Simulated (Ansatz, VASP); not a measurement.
## Cu in VASP and in Ansatz

The input INCAR:

```
PREC = Accurate
ENCUT = 520
EDIFF = 1E-6
ISMEAR = 0
SIGMA = 0.4
LREAL = False
LASPH = True
NELM = 100
ALGO = Normal
ISIF = 2
LWAVE = False
LCHARG = False
GGA = PS
NBANDS = 12
```

KPOINTS

```
regular mesh
0
Gamma
  10 10 10
```

The input POSCAR:

```
Cu
1.0
   -1.4427933200      1.4427933200      1.3760814500
    1.4427933200     -1.4427933200      1.3760814500
    1.4427933200      1.4427933200     -1.3760814500
Cu
1
Direct
    0.0000000000      0.0000000000      0.0000000000
```

Input for Ansatz:

```yaml
crystal:
  lattice:
    - [-1.44279332, 1.44279332, 1.37608145]
    - [1.44279332, -1.44279332, 1.37608145]
    - [1.44279332, 1.44279332, -1.37608145]
  atoms:
    - { symbol: Cu, position: [0.0, 0.0, 0.0] }
basis:
  ecutwfc: 420
kpoints:
  mp_grid: { grid: [10, 10, 10] }
hamiltonian:
  xc: pbesol
scf:
  occupations: { method: gaussian, width: 0.4 }
output:
  forces: true
  stress: true
  eigenvalues: true
```

Alike in both runs: task single point; functional PBEsol; k mesh 10 × 10 × 10; occupations gaussian, width 0.4 eV; no spin polarisation.

|  | VASP | Ansatz |
| --- | --- | --- |
| version | VASP 6.6.1 | Ansatz 0.2.0 |
| potentials or method | VASP PAW PBE potentials, release 64 (Cu), cutoff 520 eV | scalar-relativistic, plane waves, PAW |
| valence electrons in the cell | 11 | 19 |

```tsv
	VASP	Ansatz	Ansatz less VASP
gap on the k mesh at the Fermi level (eV)	none	none	-
pressure (GPa)	-0.5	-1.2	-0.74
traceless stress, the component that is largest in VASP (GPa)	-0.79	-0.81	-0.019
```

VASP's potentials were made for PBE, not for PBEsol. A gap of «none» marks a metal or a gap that the smearing closes. VASP's potentials hold 11 valence electrons a cell and Ansatz's 19, so a difference there can come from the potentials and not from the codes.
